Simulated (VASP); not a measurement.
A run of VASP 6.6.1:

Contents of INCAR:

```
SYSTEM = V
PREC = Accurate
ENCUT = 500
EDIFF = 1E-6
ISMEAR = -1
SIGMA = 0.05
LREAL = .FALSE.
LASPH = .TRUE.
NELM = 120
ALGO = Normal
ISIF = 2
LWAVE = .FALSE.
LCHARG = .FALSE.
GGA = PE
NBANDS = 26
GGA_COMPAT = .FALSE.
```

Contents of KPOINTS:

```
regular mesh
0
G
  9 9 13
  0 0 0
```

File POSCAR:

```
V
1.0
    0.0000000000      2.9970992481     -2.9970992481
   -2.9970992481      0.0000000000      2.9970992481
    1.4985496241      1.4985496241      1.4985496241
V
3
Direct
    0.0000000000      0.0000000000      0.0000000000
    0.3333333330      0.6666666670      0.3333333330
    0.6666666670      0.3333333330      0.6666666670
```

Potentials or basis: VASP PAW PBE potentials, release 64 (V_sv).

Command:

```sh
$ cat potpaw_PBE.64/V_sv/POTCAR > POTCAR
$ mpirun -np 1 vasp_std > vasp.out
```

Hardware: 1 thread of Intel(R) Xeon(R) 6975P-C (Granite Rapids), on a shared host.

Question: Estimate the wall time of this run.

Answer: Wall time 37 s on 1 thread of Intel(R) Xeon(R) 6975P-C (Granite Rapids), with other jobs on the host, peak memory 0.21 GiB. Counts: scf iterations 12, k points 126.
